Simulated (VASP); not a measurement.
# Ba8Ti8O23 (a cell with a defect) in VASP: notebook

Ba8Ti8O23 (a cell with a defect) is run at these levels: PBE+D3(BJ); tasks: single point.

Everything below comes from runs of VASP 6.6.1. Logs are shortened: lines on timing, memory, paths and dates and some standing lists are left out, and cuts for length are marked.

## Step 1: The cell of the first run

The cell holds a defect, 39 atoms: a = 7.980 Å, b = 8.026 Å, c = 8.026 Å, α = 89.87°, β = 90.00°, γ = 90.00°.

## Step 2: Single point, PBE+D3(BJ)

INCAR

```
ALGO = Normal
EDIFF = 1E-7
ENCUT = 520
GGA = PE
ISIF = 2
ISMEAR = 0
IVDW = 12
LASPH = True
LCHARG = False
LREAL = Auto
LUSENCCL = False
LWAVE = False
NBANDS = 182
NELECT = 312.0
NELM = 100
PREC = Accurate
SIGMA = 0.02
```

KPOINTS

```
k-points
0
Gamma
  2 2 2
```

POSCAR

```
Ba8Ti8O23
1.0
    7.9800000000      0.0000000000      0.0000000000
    0.0000000000      5.6690000000      5.6820000000
    0.0000000000     -5.6690000000      5.6820000000
Ba Ti O
8 8 23
Direct
    0.0056704261     -0.0051870171     -0.0044745457
    0.0075962406     -0.0038345395      0.5029121530
    0.0065086466      0.5052191137     -0.0023199585
    0.0083360902      0.5032185960      0.5018243466
    0.4909652882     -0.0038593123     -0.0031496634
    0.4902374687     -0.0026141023      0.5032057954
    0.4919872180      0.5050015090     -0.0004714139
    0.4891996241      0.5058425497      0.5054013785
    0.2592892231      0.2558381815      0.2562924063
    0.2410637845      0.2563106034      0.7540262499
    0.2413763158      0.7548339649      0.2548972917
    0.2421238095      0.7568494946      0.7561066828
    0.7612201754      0.2369614778      0.2297896662
    0.7456873434      0.2623673350      0.7704908136
    0.7450290727      0.7694637936      0.2653445486
    0.7425002506      0.7604113560      0.7584383448
   -0.0032517544      0.2333098260      0.2384742289
    0.2490840852      0.2424013053      0.4893679661
    0.2492921053      0.4892533943      0.2410554758
   -0.0042877193      0.2440577302      0.7351311118
    0.2483028822      0.2420785196      0.9832864928
    0.2516486216      0.4900556963      0.7485993548
   -0.0030304511      0.7380033981      0.2437252186
    0.2517307018      0.7480016986      0.4899784141
    0.2485210526      0.9836971191      0.2415385373
    0.0068419799      0.7453488258      0.7450367778
    0.2523890977      0.7451870974      0.9913275102
    0.2522723058      0.9915827832      0.7447560060
    0.4922954887      0.2336005193      0.2378850492
    0.7457071429      0.4153657427      0.3521119060
    0.5135081454      0.2443120147      0.7336401149
    0.7482189223      0.2637745177      0.9985730712
    0.7538812030      0.4887485550      0.7401655598
    0.5120807018      0.7370179573      0.2442435703
    0.7537738095      0.7463964529      0.4923740504
    0.7473700501      0.9990509933      0.2659365111
    0.5066442356      0.7461149606      0.7456986614
    0.7534309524      0.7424748153      0.9938747095
    0.7534503759      0.9969079706      0.7414327545
```

Potentials or basis: VASP PAW PBE potentials, release 64 (Ba_sv, Ti_sv, O).

Run with:

```
$ cat potpaw_PBE.64/Ba_sv/POTCAR potpaw_PBE.64/Ti_sv/POTCAR potpaw_PBE.64/O/POTCAR > POTCAR
$ mpirun -np 1 vasp_std > vasp.out
```

OUTCAR:

```text
EDIFF = 1E-7
   ENCUT = 520
   GGA = PE
   ISIF = 2
   ISMEAR = 0
   IVDW = 12
   LASPH = True
   LREAL = Auto
   NELECT = 312.0
   NELM = 100
   PREC = Accurate
 IVDW          = 12

 ion  position               nearest neighbor table
   1  0.006  0.995  0.996-  17 2.74  25 2.77  21 2.77  27 2.81  28 2.82  26 2.84  38 2.86  23 2.86
                            39 2.87  20 2.89  32 2.98  36 2.99  12 3.30  13 3.34  11 3.40  16 3.40
   2  0.008  0.996  0.503-  20 2.73  28 2.75  18 2.76  24 2.79  39 2.79  26 2.79  36 2.82  25 2.85
                            17 2.85  35 2.85  23 2.94  11 3.35  12 3.36  15 3.37  10 3.45  16 3.50
   3  0.007  0.505  0.998-  23 2.72  27 2.75  19 2.75  38 2.78  26 2.79  22 2.80  32 2.83  21 2.86
                            33 2.89  17 2.91  20 2.98  10 3.37  12 3.37  14 3.39  11 3.44  13 3.45
   4  0.008  0.503  0.502-  30 2.52  26 2.76  24 2.76  22 2.78  33 2.79  20 2.80  23 2.80  35 2.82
                            18 2.84  19 2.84  17 3.03  11 3.38  10 3.38  12 3.44   9 3.44  15 3.54
   5  0.491  0.996  0.997-  29 2.72  25 2.76  21 2.77  27 2.77  28 2.78  37 2.85  34 2.88  31 2.91
                            38 2.92  39 2.93  32 2.97  36 2.98  16 3.36  12 3.37  13 3.45  14 3.46
   6  0.490  0.997  0.503-  28 2.71  31 2.72  18 2.75  24 2.76  36 2.80  37 2.80  39 2.84  29 2.85
                            25 2.85  35 2.91  34 2.96  15 3.34   9 3.41  11 3.42  12 3.43  16 3.44
   7  0.492  0.505  1.000-  34 2.71  27 2.72  19 2.74  22 2.78  37 2.81  32 2.82  38 2.83  21 2.87
                            29 2.90  33 2.95  31 3.00  14 3.36   9 3.42  12 3.44  10 3.45  16 3.45
   8  0.489  0.506  0.505-  30 2.50  24 2.72  22 2.72  37 2.73  31 2.79  34 2.80  33 2.83  18 2.86
                            19 2.86  35 2.86  29 3.07   9 3.38  10 3.45  11 3.45  12 3.47  15 3.51
   9  0.259  0.256  0.256-  29 1.87  18 1.88  19 1.88  17 2.11  25 2.19  21 2.20   8 3.38   6 3.41
[... 13 lines left out ...]
  16  0.743  0.760  0.758-  37 1.89  38 1.90  39 1.90  26 2.12  35 2.14  33 2.19   5 3.36   1 3.40
                             6 3.44   7 3.45   2 3.50   3 3.51   8 3.52   4 3.61
  17  0.997  0.233  0.238-  13 1.88   9 2.11   1 2.74   2 2.85   3 2.91   4 3.03
  18  0.249  0.242  0.489-   9 1.88  10 2.13   6 2.75   2 2.76   4 2.84   8 2.86
  19  0.249  0.489  0.241-   9 1.88  11 2.14   7 2.74   3 2.75   4 2.84   8 2.86
  20  0.996  0.244  0.735-  10 1.97  14 2.02   2 2.73   4 2.80   1 2.89   3 2.98
  21  0.248  0.242  0.983-  10 1.84   9 2.20   5 2.77   1 2.77   3 2.86   7 2.87
  22  0.252  0.490  0.749-  10 1.88  12 2.14   8 2.72   4 2.78   7 2.78   3 2.80
  23  0.997  0.738  0.244-  11 1.96  15 2.03   3 2.72   4 2.80   1 2.86   2 2.94
  24  0.252  0.748  0.490-  11 1.89  12 2.14   8 2.72   4 2.76   6 2.76   2 2.79
  25  0.249  0.984  0.242-  11 1.84   9 2.19   5 2.76   1 2.77   2 2.85   6 2.85
  26  0.007  0.745  0.745-  12 1.88  16 2.12   4 2.76   3 2.79   2 2.79   1 2.84
  27  0.252  0.745  0.991-  12 1.89  11 2.12   7 2.72   3 2.75   5 2.77   1 2.81
  28  0.252  0.992  0.745-  12 1.89  10 2.13   6 2.71   2 2.75   5 2.78   1 2.82
  29  0.492  0.234  0.238-   9 1.87  13 2.15   5 2.72   6 2.85   7 2.90   8 3.07
  30  0.746  0.415  0.352-  13 1.74   8 2.50   4 2.52
  31  0.514  0.244  0.734-  14 1.88  10 2.18   6 2.72   8 2.79   5 2.91   7 3.00
  32  0.748  0.264  0.999-  14 1.83  13 1.87   7 2.82   3 2.83   5 2.97   1 2.98
  33  0.754  0.489  0.740-  14 1.83  16 2.19   4 2.79   8 2.83   3 2.89   7 2.95
  34  0.512  0.737  0.244-  15 1.88  11 2.17   7 2.71   8 2.80   5 2.88   6 2.96
  35  0.754  0.746  0.492-  15 1.83  16 2.14   4 2.82   2 2.85   8 2.86   6 2.91
  36  0.747  0.999  0.266-  15 1.84  13 1.93   6 2.80   2 2.82   5 2.98   1 2.99
  37  0.507  0.746  0.746-  16 1.89  12 2.11   8 2.73   6 2.80   7 2.81   5 2.85
  38  0.753  0.742  0.994-  16 1.90  15 2.19   3 2.78   7 2.83   1 2.86   5 2.92
  39  0.753  0.997  0.741-  16 1.90  14 2.14   2 2.79   6 2.84   1 2.87   5 2.93

  LATTYP: Found a base centered orthorhombic cell.
 ALAT       =    11.3380000000
 B/A-ratio  =     1.0022931734
 C/A-ratio  =     0.7038278356

  Lattice vectors:

 A1 = (   0.0000000000,   5.6690000000,  -5.6820000000)
 A2 = (   0.0000000000,   5.6690000000,   5.6820000000)
 A3 = (   7.9800000000,   0.0000000000,   0.0000000000)

Analysis of symmetry for initial positions (statically):
=====================================================================
 Subroutine PRICEL returns:
 Original cell was already a primitive cell.

 Routine SETGRP: Setting up the symmetry group for a
 base centered orthorhombic supercell.

 Subroutine GETGRP returns: Found  1 space group operations
 (whereof  1 operations were pure point group operations)
 out of a pool of  8 trial point group operations.

The static configuration has the point symmetry C_1 .

Analysis of symmetry for dynamics (positions and initial velocities):
=====================================================================
 Subroutine PRICEL returns:
 Original cell was already a primitive cell.

 Routine SETGRP: Setting up the symmetry group for a
 base centered orthorhombic supercell.

 Subroutine GETGRP returns: Found  1 space group operations
 (whereof  1 operations were pure point group operations)
 out of a pool of  8 trial point group operations.

The dynamic configuration has the point symmetry C_1 .

 Subroutine INISYM returns: Found  1 space group operations
 (whereof  1 operations are pure point group operations),
 and found     1 'primitive' translations

----------------------------------------------------------------------------------------
[... 113 lines left out ...]

  Shift w.r.t. Gamma in fractional coordinates (k-lattice)
     0.000000000  0.000000000  0.000000000

 Subroutine IBZKPT returns following result:
 ===========================================

 Found      8 irreducible k-points:

 Following reciprocal coordinates:
            Coordinates               Weight
  0.000000  0.000000  0.000000      1.000000
  0.500000  0.000000  0.000000      1.000000
  0.000000  0.500000  0.000000      1.000000
  0.000000  0.000000  0.500000      1.000000
  0.500000  0.500000  0.000000      1.000000
  0.500000  0.000000  0.500000      1.000000
  0.000000  0.500000  0.500000      1.000000
  0.500000  0.500000  0.500000      1.000000
   k-points           NKPTS =      8   k-points in BZ     NKDIM =      8   number of bands    NBANDS=    182
   number of dos      NEDOS =    301   number of ions     NIONS =     39
   total plane-waves  NPLWV = 216000
   dimension x,y,z NGX =    60 NGY =   60 NGZ =   60
   dimension x,y,z NGXF=   120 NGYF=  120 NGZF=  120
   ions per type =               8   8  23
   NGX,Y,Z   is equivalent  to a cutoff of  12.50, 12.43, 12.43 a.u.
   NGXF,Y,Z  is equivalent  to a cutoff of  25.00, 24.85, 24.85 a.u.
 SYSTEM =  unknown system
   PREC   = accura    normal or accurate (medium, high low for compatibility)
   ISTART =      0    job   : 0-new  1-cont  2-samecut
   ICHARG =      2    charge: 1-file 2-atom 10-const
   ISPIN  =      1    spin polarized calculation?
   LNONCOLLINEAR =      F non collinear calculations
   LSORBIT =      F    spin-orbit coupling
   LASPH  =      T    aspherical Exc in radial PAW
   ENCUT  =  520.0 eV  38.22 Ry    6.18 a.u.  14.84 14.92 14.92*2*pi/ulx,y,z
   NELM   =    100;   NELMIN=  2; NELMDL= -5     # of ELM steps
   EDIFF  = 0.1E-06   stopping-criterion for ELM
   LREAL  =      T    real-space projection
   EDIFFG = 0.1E-05   stopping-criterion for IOM
   NSW    =      0    number of steps for IOM
   IBRION =     -1    ionic relax: 0-MD 1-quasi-New 2-CG
   NFREE  =      0    steps in history (QN), initial steepest desc. (CG)
   ISIF   =      2    stress and relaxation
   ISYM   =      2    0-nonsym 1-usesym 2-fastsym
   POTIM  = 0.5000    time-step for ionic-motion
   TEBEG  =    0.0;   TEEND  =   0.0 temperature during run
   PSTRESS=    0.0 pullay stress
   NELECT =     312.0000    total number of electrons
   NUPDOWN=      -1.0000    fix difference up-down
   EMIN   =  10.00;   EMAX   =-10.00  energy-range for DOS
   EFERMI =   0.00;   METHOD = LEGACY
   ISMEAR =     0;   SIGMA  =   0.02  broadening in eV -4-tet -1-fermi 0-gaus
   EFERMI_NEDOS =   21; number of points for ismear=-14 and -15
   IALGO  =     38    algorithm
   IMIX   =      4    mixing-type and parameters
     AMIX     =   0.40;   BMIX     =  1.00
     AMIX_MAG =   1.60;   BMIX_MAG =  1.00
  volume/ion in A,a.u.               =      13.18        88.96
  Fermi-wavevector in a.u.,A,eV,Ry     =   1.386052  2.619258 26.138696  1.921140
  Thomas-Fermi vector in A             =   2.510404
   LORBIT       =      0    0 simple, 1 ext, 2 COOP (PROOUT), +10 PAW based schemes
   GGA     = PE    functional components
   LHFCALC =     F    Hartree Fock is set to
   AEXX    =    0.0000 exact exchange contribution
   IVDW    =    12    specifies the selected vdW correction
   LEPSILON=     F    determine dielectric tensor
   LRPA    =     F    only Hartree local field effects (RPA)
 non-spin polarized calculation
 Gauss-broadening in eV      SIGMA  =   0.02
  energy-cutoff  :      520.00
  volume of cell :      514.09
 maximum number of plane-waves:     13866
 NGX is ok and might be reduce to    60
   NGX = 29   NGY = 29   NGZ = 29

 number of electron     312.0000003 magnetization

 Free energy of the ion-electron system (eV)
  ---------------------------------------------------
  ext. energy  EPLUGINS =         0.00000000
  ---------------------------------------------------
  free energy    TOTEN  =      -320.96623942 eV

  energy without entropy =     -320.96623942  energy(sigma->0) =     -320.96623942

 E-fermi :   3.7910     XC(G=0): -11.0509

 val. band max:        3.6586249523   @ k =   0.0000   0.0000   0.0000
 cond. band min:       5.9208359163   @ k =   0.0000   0.0000   0.0000
 fundamental gap:      2.2622109640
 Fermi energy:         3.7910012977

 k-point     1 :       0.0000    0.0000    0.0000
  band No.  band energies     occupation
      1     -52.7811      2.00000
      2     -52.7364      2.00000
      3     -52.7140      2.00000
      4     -52.7074      2.00000
      5     -52.6776      2.00000
      6     -52.6459      2.00000
[... 1357 lines left out ...]
    167       7.0954      0.00000
    168       7.1178      0.00000
 [bands above 168 left out]

------------------------ aborting loop because EDIFF is reached ----------------------------------------

 Edisp (eV)  -10.34467

 E8    (eV) :    -4.7292

  FORCE on cell =-STRESS in cart. coord.  units (eV):
  Direction    XX          YY          ZZ          XY          YZ          ZX
  --------------------------------------------------------------------------------------
  -------------------------------------------------------------------------------------
  Total      -3.25542    -2.18446     1.39029     0.20672    -0.31225    -1.15471
  in kB     -10.14560    -6.80792     4.33288     0.64423    -0.97312    -3.59867
  external pressure =       -4.21 kB  Pullay stress =        0.00 kB

 VOLUME and BASIS-vectors are now :
 -----------------------------------------------------------------------------
  energy-cutoff  :      520.00
  volume of cell :      514.09
      direct lattice vectors                 reciprocal lattice vectors
     7.980000000  0.000000000  0.000000000     0.125313283  0.000000000 -0.000000000
     0.000000000  5.669000000  5.682000000    -0.000000000  0.088198977  0.087997184
     0.000000000 -5.669000000  5.682000000     0.000000000 -0.088198977  0.087997184

 POSITION                                       TOTAL-FORCE (eV/Angst)
 -----------------------------------------------------------------------------------
      0.04525     -0.00404     11.30910        -0.059814     -0.015423     -0.006923
      0.06062      2.79625      8.51776        -0.036841      0.020717     -0.032979
      0.05194     -2.79176      8.53947        -0.054916     -0.061421     -0.014868
      0.06652      0.00790      5.71065         0.061646     -0.017410      0.006806
      3.91790     -0.00402     11.32418         0.076872     -0.009981     -0.015479
      3.91210      2.80151      8.52636         0.050479      0.011424     -0.037648
[... 31 lines left out ...]
      6.01238     -1.42519      9.86594        -0.010991     -0.036863      0.043598
      6.01253      1.44829      9.87725        -0.004198      0.037255      0.056615
 -----------------------------------------------------------------------------------
    total drift:                                0.025891      0.007770     -0.008272

  FREE ENERGIE OF THE ION-ELECTRON SYSTEM (eV)
  ---------------------------------------------------
  free  energy   TOTEN  =      -331.3109056887 eV

  energy  without entropy=     -331.3109056887  energy(sigma->0) =     -331.31090569
```

Wall time 2.4 min (1 × NVIDIA H100 80GB with 1 thread of AMD EPYC 7R13 (Zen 3), shared host); peak memory 1.8 GiB.

What came out:

```yaml
Free_energy: -331.3109 eV
Largest_force: 0.566 eV/Å
Dispersion_energy_per_atom: -0.265 eV
```

Forces on the atoms (eV/Å):
```
Ba  -0.060 -0.015 -0.007
Ba  -0.037  0.021 -0.033
Ba  -0.055 -0.061 -0.015
Ba   0.062 -0.017  0.007
Ba   0.077 -0.010 -0.015
Ba   0.050  0.011 -0.038
Ba   0.073 -0.058 -0.024
Ba  -0.051 -0.027  0.000
Ti  -0.044 -0.015 -0.061
Ti   0.043  0.000 -0.066
Ti   0.040 -0.023 -0.072
Ti   0.049 -0.008 -0.036
Ti  -0.037  0.013 -0.051
Ti   0.044 -0.032 -0.103
Ti   0.047 -0.036 -0.097
Ti   0.035 -0.007 -0.063
O    0.030 -0.051  0.060
O   -0.003 -0.022  0.053
O    0.001 -0.005  0.043
O   -0.058 -0.017  0.016
O   -0.001 -0.051  0.062
O   -0.011  0.001  0.043
O   -0.042  0.012  0.039
O   -0.008 -0.046  0.029
O    0.002  0.027  0.064
O   -0.037 -0.015 -0.006
O   -0.012 -0.023  0.031
O   -0.016 -0.005  0.033
O    0.072 -0.046  0.056
O   -0.005  0.560 -0.084
O   -0.020 -0.015  0.018
O   -0.003 -0.040 -0.012
O   -0.009  0.025 -0.003
O   -0.044  0.012  0.044
O   -0.008 -0.041  0.066
O   -0.005  0.019  0.024
O   -0.043 -0.015 -0.004
O   -0.011 -0.037  0.044
O   -0.004  0.037  0.057
```

Caveat: the cell carries a net charge on a neutralising background, which shifts energy and pressure; the cell is charged against a uniform background, so pressure and absolute levels hang on convention; spin-orbit coupling is left out, which moves the levels of the heavy elements.

(Part 1 of 3 ends here.)
